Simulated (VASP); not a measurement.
Here is a VASP 6.6.1 calculation.

INCAR

```
SYSTEM = PbF2
ALGO     = Normal         ! electronic algorithm
EDIFF    = 1E-6           ! SCF threshold, eV
ENCUT    = 600            ! plane-wave cutoff, eV
GGA      = PS             ! functional
GGA_COMPAT= .False.      
ISIF     = 2              ! what is computed and relaxed
ISMEAR   = -1             ! smearing method
LASPH    = .True.         ! aspherical terms in the spheres
LCHARG   = .False.        ! write CHGCAR
LREAL    = .False.        ! projectors in reciprocal space
LWAVE    = .False.        ! write WAVECAR
NBANDS   = 21             ! bands
NELM     = 120            ! most SCF steps
PREC     = Accurate       ! precision mode
SIGMA    = 0.0272         ! smearing width, eV
```

KPOINTS

```
k-points
0
Gamma
  6 6 6
  0 0 0
```

Contents of POSCAR:

```
PbF2
1.0
    0.0000000000      2.9636600000      2.9636600000
    2.9636600000      0.0000000000      2.9636600000
    2.9636600000      2.9636600000      0.0000000000
Pb F
1 2
Direct
    0.0000000000      0.0000000000      0.0000000000
    0.2500000000      0.2500000000      0.2500000000
    0.7500000000      0.7500000000      0.7500000000
```

Potentials or basis: VASP PAW PBE potentials, release 64 (Pb_d, F).

Launch:

```bash
$ cat potpaw_PBE.64/Pb_d/POTCAR potpaw_PBE.64/F/POTCAR > POTCAR
$ mpirun -np 1 vasp_std > vasp.out
```

**Question.** What does it give for the pressure?

**Answer.** -1.3 GPa.

**Question.** What does it give for the band gap on the k mesh?

**Answer.** 4.33 eV (least direct gap 4.46 eV).

Caveat: the PAW data sets were made with another functional, which shifts forces and pressure a little; spin-orbit coupling is left out, which moves the levels of the heavy elements. PBEsol gaps usually lie below the measured ones, often by a third to a half.
